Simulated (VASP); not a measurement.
# Ga (R-3m) in VASP: single point with PBEsol

Aim: the single point of Ga with PBEsol.

Program: VASP 6.6.1. These are calculated values, not measurements. Logs are shortened: lines on timing, memory, paths and dates and some standing lists are left out, and cuts for length are marked.

### Step 1. The cell of the first run

Symmetry: R-3m, No. 166, trigonal system. The conventional cell has a = 2.929 Å, b = 2.929 Å, c = 21.494 Å, α = 90.00°, β = 90.00°, γ = 120.00°. Ga (site symmetry -3m) has 12 Ga at 2.92 to 2.93 Å within 3.8 Å. Ga (site symmetry 3m) has 12 Ga at 2.92 to 2.93 Å within 3.8 Å.

### Step 2. Single point, PBEsol

The input, INCAR:

```
SYSTEM = Ga
PREC = Accurate
ENCUT = 520
EDIFF = 1E-6
ISMEAR = 0
SIGMA = 0.1
LREAL = .False.
LASPH = .True.
NELM = 80
ALGO = Fast
ISIF = 2
LWAVE = .False.
LCHARG = .False.
GGA = PS
NBANDS = 26
```

The input, KPOINTS:

```
Automatic mesh
0
Gamma
  18 18 18
  0 0 0
```

The input, POSCAR:

```
Ga
1.0
    1.4642586371      0.8453901183      7.1648079791
   -1.4642586371      0.8453901183      7.1648079791
    0.0000000000     -1.6907802366      7.1648079791
Ga
3
Direct
    0.0000000000      0.0000000000      0.0000000000
    0.2224200611      0.2224200611      0.2224200611
    0.7775799389      0.7775799389      0.7775799389
```

Potentials or basis: VASP PAW PBE potentials, release 64 (Ga_d).

Launch:

```sh
cat potpaw_PBE.64/Ga_d/POTCAR > POTCAR
mpirun -np 1 vasp_std > vasp.out
```

OUTCAR:

```text
SYSTEM = Ga
   PREC = Accurate
   ENCUT = 520
   EDIFF = 1E-6
   ISMEAR = 0
   LREAL = .False.
   LASPH = .True.
   NELM = 80
   ISIF = 2
   GGA = PS

 ion  position               nearest neighbor table
   1  0.000  0.000  0.000-
   2  0.222  0.222  0.222-
   3  0.778  0.778  0.778-

  LATTYP: Found a trigonal (rhomboedric) cell.
 ALAT       =     7.3616038460
 COS(alpha) =     0.9208737290

  Lattice vectors:

 A1 = (   1.4642586371,   0.8453901183,   7.1648079791)
 A2 = (  -1.4642586371,   0.8453901183,   7.1648079791)
 A3 = (   0.0000000000,  -1.6907802366,   7.1648079791)

Analysis of symmetry for initial positions (statically):
=====================================================================
 Subroutine PRICEL returns:
 Original cell was already a primitive cell.

 Routine SETGRP: Setting up the symmetry group for a
 trigonal (rhombohedral) supercell.

 Subroutine GETGRP returns: Found 12 space group operations
 (whereof 12 operations were pure point group operations)
 out of a pool of 12 trial point group operations.

The static configuration has the point symmetry D_3d.

Analysis of symmetry for dynamics (positions and initial velocities):
=====================================================================
 Subroutine PRICEL returns:
 Original cell was already a primitive cell.

 Routine SETGRP: Setting up the symmetry group for a
 trigonal (rhombohedral) supercell.

 Subroutine GETGRP returns: Found 12 space group operations
 (whereof 12 operations were pure point group operations)
 out of a pool of 12 trial point group operations.

The dynamic configuration has the point symmetry D_3d.

 Subroutine INISYM returns: Found 12 space group operations
 (whereof 12 operations are pure point group operations),
 and found     1 'primitive' translations

----------------------------------------------------------------------------------------

                                     Primitive cell

  volume of cell :      53.2146

  direct lattice vectors                    reciprocal lattice vectors
     1.464258637  0.845390118  7.164807979     0.341469729  0.197147640  0.046523694
    -1.464258637  0.845390118  7.164807979    -0.341469729  0.197147640  0.046523694
     0.000000000 -1.690780237  7.164807979     0.000000000 -0.394295280  0.046523694

  length of vectors
     7.361603846  7.361603846  7.361603846     0.397030505  0.397030505  0.397030505

  position of ions in fractional coordinates (direct lattice)
     0.000000000  0.000000000  0.000000000
[... 80 lines left out ...]
   EDIFF  = 0.1E-05   stopping-criterion for ELM
   LREAL  =      F    real-space projection
   EDIFFG = 0.1E-04   stopping-criterion for IOM
   NSW    =      0    number of steps for IOM
   IBRION =     -1    ionic relax: 0-MD 1-quasi-New 2-CG
   NFREE  =      0    steps in history (QN), initial steepest desc. (CG)
   ISIF   =      2    stress and relaxation
   ISYM   =      2    0-nonsym 1-usesym 2-fastsym
   POTIM  = 0.5000    time-step for ionic-motion
   TEBEG  =    0.0;   TEEND  =   0.0 temperature during run
   PSTRESS=    0.0 pullay stress
   NELECT =      39.0000    total number of electrons
   NUPDOWN=      -1.0000    fix difference up-down
   EMIN   =  10.00;   EMAX   =-10.00  energy-range for DOS
   EFERMI =   0.00;   METHOD = LEGACY
   ISMEAR =     0;   SIGMA  =   0.10  broadening in eV -4-tet -1-fermi 0-gaus
   EFERMI_NEDOS =   21; number of points for ismear=-14 and -15
   IALGO  =     68    algorithm
   IMIX   =      4    mixing-type and parameters
     AMIX     =   0.40;   BMIX     =  1.00
     AMIX_MAG =   1.60;   BMIX_MAG =  1.00
  volume/ion in A,a.u.               =      17.74       119.70
  Fermi-wavevector in a.u.,A,eV,Ry     =   1.475999  2.789234 29.641292  2.178574
  Thomas-Fermi vector in A             =   2.590580
   LORBIT       =      0    0 simple, 1 ext, 2 COOP (PROOUT), +10 PAW based schemes
   GGA     = PS    functional components
   LHFCALC =     F    Hartree Fock is set to
   AEXX    =    0.0000 exact exchange contribution
   IVDW    =     0    specifies the selected vdW correction
   LEPSILON=     F    determine dielectric tensor
   LRPA    =     F    only Hartree local field effects (RPA)
 non-spin polarized calculation
 RMM-DIIS sequential band-by-band and
 Gauss-broadening in eV      SIGMA  =   0.10
  energy-cutoff  :      520.00
  volume of cell :       53.21
 maximum number of plane-waves:      1473
   NGX = 27   NGY = 27   NGZ = 27

 number of electron      39.0000004 magnetization

 Free energy of the ion-electron system (eV)
  ---------------------------------------------------
  ext. energy  EPLUGINS =         0.00000000
  ---------------------------------------------------
  free energy    TOTEN  =        -9.98142830 eV

  energy without entropy =       -9.97521470  energy(sigma->0) =       -9.97832150

 E-fermi :   6.0054     XC(G=0): -11.4652

 val. band max:        6.0044027207   @ k =   0.1667   0.1667   0.0000
 cond. band min:       6.0076679601   @ k =  -0.2778   0.5000   0.1111
 fundamental gap:      0.0032652395
 Fermi energy:         6.0053931231

 k-point     1 :       0.0000    0.0000    0.0000
  band No.  band energies     occupation
      1      -8.9789      2.00000
      2      -8.9657      2.00000
      3      -8.9057      2.00000
      4      -8.9057      2.00000
      5      -8.9029      2.00000
      6      -8.8787      2.00000
[... 685 lines left out ...]
     25      13.1370      0.00000
     26      16.1674      0.00000

 [... further k-points ...]

------------------------ aborting loop because EDIFF is reached ----------------------------------------

  FORCE on cell =-STRESS in cart. coord.  units (eV):
  Direction    XX          YY          ZZ          XY          YZ          ZX
  --------------------------------------------------------------------------------------
  -------------------------------------------------------------------------------------
  Total        0.0230046      0.0230046      0.0377145      0.0000000      0.0000000      0.0000000
  in kB        0.6926203      0.6926203      1.1355038      0.0000000      0.0000000      0.0000000
  external PRESSURE =       0.8402481 kB  Pullay stress =       0.0000000 kB

 VOLUME and BASIS-vectors are now :
 -----------------------------------------------------------------------------
  energy-cutoff  :      520.00
  volume of cell :       53.21
      direct lattice vectors                 reciprocal lattice vectors
     1.464258637  0.845390118  7.164807979     0.341469729  0.197147640  0.046523694
    -1.464258637  0.845390118  7.164807979    -0.341469729  0.197147640  0.046523694
     0.000000000 -1.690780237  7.164807979     0.000000000 -0.394295280  0.046523694

 POSITION                                       TOTAL-FORCE (eV/Angst)
 -----------------------------------------------------------------------------------
      0.00000      0.00000      0.00000         0.000000     -0.000000     -0.000000
      0.00000      0.00000      4.78079         0.000000      0.000000      0.000206
      0.00000      0.00000     16.71363         0.000000      0.000000     -0.000206
 -----------------------------------------------------------------------------------
    total drift:                                0.000000     -0.000000      0.000000

  FREE ENERGIE OF THE ION-ELECTRON SYSTEM (eV)
  ---------------------------------------------------
  free  energy   TOTEN  =        -9.9814282950 eV

  energy  without entropy=       -9.9752146986  energy(sigma->0) =       -9.97832150
```

stdout:

```text
POSCAR found type information on POSCAR Ga
 POSCAR found :  1 types and       3 ions
 scaLAPACK will be used
 -----------------------------------------------------------------------------
|                                                                             |
|                                                                             |
|     You enforced a specific xc type in the INCAR file but a different       |
|     I HOPE YOU KNOW WHAT YOU ARE DOING!                                     |
|                                                                             |
 -----------------------------------------------------------------------------

 LDA part: xc-table for (Slater+PW92), standard interpolation
 POSCAR, INCAR and KPOINTS ok, starting setup
 FFT: planning ... GRIDC
 FFT: planning ... GRID_SOFT
 FFT: planning ... GRID
 WAVECAR not read
 entering main loop
WARNING in EDDRMM: call to ZHEGV failed, returncode =   8  4     25
WARNING in EDDRMM: call to ZHEGV failed, returncode =   8  4     24
WARNING in EDDRMM: call to ZHEGV failed, returncode =   8  4     23
WARNING in EDDRMM: call to ZHEGV failed, returncode =   8  4     22
```

It took 43 min on 1 thread of AMD EPYC 9R45 (Zen 5), shared host; peak memory 0.83 GiB.

Results:

| Quantity | Value |
| --- | --- |
| Free energy | -9.9814 eV |
| Pressure | 0.1 GPa |
| Band gap on the k mesh | zero (an odd number of electrons rules out a gap without spin polarisation) |

Caveat: the PAW data sets were made with another functional, which shifts forces and pressure a little.
